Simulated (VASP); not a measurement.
Runs of VASP 6.6.1 on Nb. The structure is that of space group Fm-3m (No. 225), or close to it. The cells are those of the table. 

| cell | gap on the mesh (eV) | pressure (GPa) |
| --- | --- | --- |
| a = 3.029, b = 3.029, c = 2.991 Å, angles 60.4, 60.4, 59.2°, 1 atom | none | -6.1 |
| a = 2.916 Å, angles 60.0°, 1 atom | none | 11.8 |
| a = 3.103, b = 3.103, c = 3.141 Å, angles 59.6, 59.6, 60.8°, 1 atom | none | -18.0 |
| a = 3.067, b = 3.067, c = 2.991 Å, angles 60.8, 60.8, 58.4°, 1 atom | none | -9.8 |
| a = 3.103, b = 3.103, c = 3.066 Å, angles 60.4, 60.4, 59.2°, 1 atom | none | -15.4 |
| a = 3.141 Å, angles 60.0°, 1 atom | none | (a) |
| a = 2.842 Å, angles 60.0°, 1 atom | none | (b) |
| a = 3.029, b = 3.029, c = 3.066 Å, angles 59.6, 59.6, 60.8°, 1 atom | none | -9.6 |
| a = 3.066 Å, angles 60.0°, 1 atom | none | -12.5 |

Alike in all rows: task single point; level r2SCAN; potentials or basis VASP PAW PBE potentials, release 64 (Nb_sv); no spin polarisation; k mesh 20 × 20 × 20; cutoff (eV) 520; smearing gaussian 0.15 eV.

Problem. Fill in the values left out.

Solution. (a) -20.2; (b) 30.2.

Caveats: the PAW data sets were made with another functional, which shifts forces and pressure a little.

A k mesh can miss the band edges, and the runs leave out spin-orbit coupling on Nb.

A gap of «none» marks levels without a gap at the run's occupations.
